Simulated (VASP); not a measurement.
Wanted: the native input for a VASP 6.6.1 run.

```
Task                               : single point
Functional                         : HSE06
Potentials or basis                : VASP PAW PBE potentials, release 64 (Zr_sv, O)
Cutoff                             : 520 eV
k mesh                             : 4 × 4 × 4
Occupations                        : gaussian, width 0.01 eV
Spin                               : no spin polarisation
Dipole correction                  : no
Grid for exact exchange (PRECFOCK) : Normal
Further INCAR settings             : ALGO = Normal; EDIFF = 1e-06; NBANDS = 33
Share of exact exchange            : 0.25
Screening parameter                : 0.2079 1/Å
```

Crystal: ZrO2.

```xyz
6
Lattice="3.5650 0.0000 0.0000 0.0000 3.5650 0.0000 0.0000 0.0000 5.1749" Properties=species:S:1:pos:R:3 pbc="T T T"
Zr    0.0000    0.0000    0.0000
Zr    1.7825    1.7825    2.5874
O     0.0000    1.7825    1.5379
O     0.0000    1.7825    4.1253
O     1.7825    0.0000    3.6370
O     1.7825    0.0000    1.0496
```

This cell differs from its parent crystal: strain -1.0%.

One way to write it, as run:

POSCAR

```
ZrO2
1.0
    3.5650182537      0.0000000000      0.0000000000
    0.0000000000      3.5650182537      0.0000000000
    0.0000000000      0.0000000000      5.1748882163
Zr O
2 4
Direct
    0.0000000000      0.0000000000      0.0000000000
    0.5000000000      0.5000000000      0.5000000000
    0.0000000000      0.5000000000      0.2971775721
    0.0000000000      0.5000000000      0.7971775721
    0.5000000000      0.0000000000      0.7028224279
    0.5000000000      0.0000000000      0.2028224279
```

INCAR.step1

```
SYSTEM = ZrO2
PREC = Accurate ; ENCUT = 520
EDIFF = 1E-5 ; ISMEAR = 0
SIGMA = 0.01 ; LREAL = .FALSE.
LASPH = .TRUE. ; NELM = 120
ALGO = Normal ; ISIF = 2
LWAVE = .TRUE. ; LCHARG = .FALSE.
NBANDS = 33 ; GGA = PE
GGA_COMPAT = .FALSE. ; KPAR = 4
```

INCAR.step2

```
SYSTEM = ZrO2
PREC = Accurate ; ENCUT = 520
EDIFF = 1E-6 ; ISMEAR = 0
SIGMA = 0.01 ; LREAL = .FALSE.
LASPH = .TRUE. ; NELM = 120
ALGO = Normal ; ISIF = 2
LWAVE = .FALSE. ; LCHARG = .FALSE.
GGA = PE ; LHFCALC = .TRUE.
HFSCREEN = 0.2079 ; PRECFOCK = Normal
NBANDS = 33 ; ISTART = 1
GGA_COMPAT = .FALSE. ; KPAR = 4
```

KPOINTS

```
regular mesh
0
G
  4 4 4
  0 0 0
```

Potentials or basis: VASP PAW PBE potentials, release 64 (Zr_sv, O).

The run is started by

```console
$ cat potpaw_PBE.64/Zr_sv/POTCAR potpaw_PBE.64/O/POTCAR > POTCAR
$ cp INCAR.step1 INCAR
$ mpirun -np 4 vasp_std > vasp.out
$ cp INCAR.step2 INCAR
$ mpirun -np 4 vasp_std > vasp.out
```

Results of the run:

```json
{
  "Pressure": "4.1 GPa",
  "Band gap on the k mesh": "5.76 eV (least direct gap 5.85 eV)"
}
```

Caveat: the k points lie up to 0.44 Å⁻¹ apart; the cell differs from its parent crystal (strain -1.0%); the PAW data sets were made with another functional, which shifts forces and pressure a little.

Run time: 41 min on 4 MPI ranks on Oxide Virtual Turin-like Processor, on a shared host, peak memory 0.28 GiB a rank.
